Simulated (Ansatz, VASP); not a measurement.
## Cd3HgSe4: VASP beside Ansatz

INCAR

```
ALGO = Normal ; EDIFF = 1E-7
ENCUT = 520 ; GGA = PE
ISIF = 2 ; ISMEAR = 0
LASPH = True ; LCHARG = True
LELF = True ; LREAL = False
LVHAR = True ; LWAVE = False
NBANDS = 46 ; NELM = 80
PREC = Accurate ; SIGMA = 0.1
```

KPOINTS

```
k-points
0
Gamma
  4 4 4
```

The input POSCAR:

```
Cd3HgSe4
1.0
   -2.9816376200      2.9816376200      5.9632752300
    2.9816376200     -2.9816376200      5.9632752300
    2.9816376200      2.9816376200     -5.9632752300
Cd Hg Se
3 1 4
Direct
    0.5000000000      0.5000000000      0.0000000000
    0.2500000000      0.7500000000      0.5000000000
    0.7500000000      0.2500000000      0.5000000000
    0.0000000000      0.0000000000      0.0000000000
    0.8750000000      0.8750000000      0.5000000000
    0.3750000000      0.3750000000      0.5000000000
    0.1250000000      0.6250000000      0.0000000000
    0.6250000000      0.1250000000      0.0000000000
```

Input for Ansatz:

```yaml
crystal:
  lattice:
    - [-2.98163762, 2.98163762, 5.96327523]
    - [2.98163762, -2.98163762, 5.96327523]
    - [2.98163762, 2.98163762, -5.96327523]
  atoms:
    - { symbol: Cd, position: [0.5, 0.5, 0.0] }
    - { symbol: Cd, position: [0.25, 0.75, 0.5] }
    - { symbol: Cd, position: [0.75, 0.25, 0.5] }
    - { symbol: Hg, position: [0.0, 0.0, 0.0] }
    - { symbol: Se, position: [0.875, 0.875, 0.5] }
    - { symbol: Se, position: [0.375, 0.375, 0.5] }
    - { symbol: Se, position: [0.125, 0.625, 0.0] }
    - { symbol: Se, position: [0.625, 0.125, 0.0] }
basis:
  ecutwfc: 420
kpoints:
  mp_grid: { grid: [4, 4, 4] }
hamiltonian:
  xc: pbe
scf:
  occupations: { method: gaussian, width: 0.1 }
  lower_state_search: "off"
output:
  forces: true
  stress: true
  eigenvalues: true
```

Alike in both runs: task single point; functional PBE; k mesh 4 × 4 × 4; occupations gaussian, width 0.1 eV; no spin polarisation.

|  | VASP | Ansatz |
| --- | --- | --- |
| version | VASP 6.6.1 | Ansatz 0.2.0 |
| potentials or method | VASP PAW PBE potentials, release 64 (Cd, Hg, Se), cutoff 520 eV | scalar-relativistic, plane waves, PAW |
| valence electrons in the cell | 72 | 144 |

|  | VASP | Ansatz | Ansatz less VASP |
| --- | --- | --- | --- |
| gap on the k mesh at the Fermi level (eV) | 0.33 | 0.32 | -0.002 |
| least direct gap on the mesh (eV) | 0.33 | 0.32 | -0.002 |
| pressure (GPa) | 7.7 | 7.3 | -0.42 |
| rms of the force components (eV/Å) | 0.085 | 0.084 | -0.0015 |

Atom by atom the forces differ by 0.002 eV/Å (rms over components). VASP's potentials hold 72 valence electrons a cell and Ansatz's 144, so a difference there can come from the potentials and not from the codes.

Neither program's run includes spin-orbit coupling.
